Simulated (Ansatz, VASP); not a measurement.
Two plane-wave programs on TaF3

```xyz
4
Lattice="4.1758 0.0000 0.0000 0.0000 4.1758 0.0000 0.0000 0.0000 4.1758" Properties=species:S:1:pos:R:3 pbc="T T T"
Ta    0.0000    0.0000    0.0000
F     2.0879    0.0000    0.0000
F     0.0000    2.0879    0.0000
F     0.0000    0.0000    2.0879
```

Alike in both runs: task single point; functional r2SCAN; dispersion rVV10; k mesh 6 × 6 × 6; occupations gaussian, width 0.05 eV; collinear spin.

|  | VASP | Ansatz |
| --- | --- | --- |
| version | VASP 6.6.1 | Ansatz 0.2.0 |
| potentials or method | VASP PAW PBE potentials, release 64 (Ta_pv, F), cutoff 660 eV | scalar-relativistic, plane waves, PAW |
| valence electrons in the cell | 32 | 34 |

```tsv
	VASP	Ansatz	Ansatz less VASP
gap on the k mesh at the Fermi level (eV)	none	none	-
pressure (GPa)	-3.8	-4.0	-0.20
net moment per atom (μB)	0.50	0.50	0.000
size of the moment on the site where the two differ most (μB)	1.57	0.92	-0.652
```

VASP's potentials were made for PBE, not for r2SCAN. Site moments also hang on the region over which each program counts them. A gap of «none» marks a metal or a gap that the smearing closes. VASP's potentials hold 32 valence electrons a cell and Ansatz's 34, so a difference there can come from the potentials and not from the codes. Ansatz's warnings: stability check not made.

Neither program's run includes spin-orbit coupling.
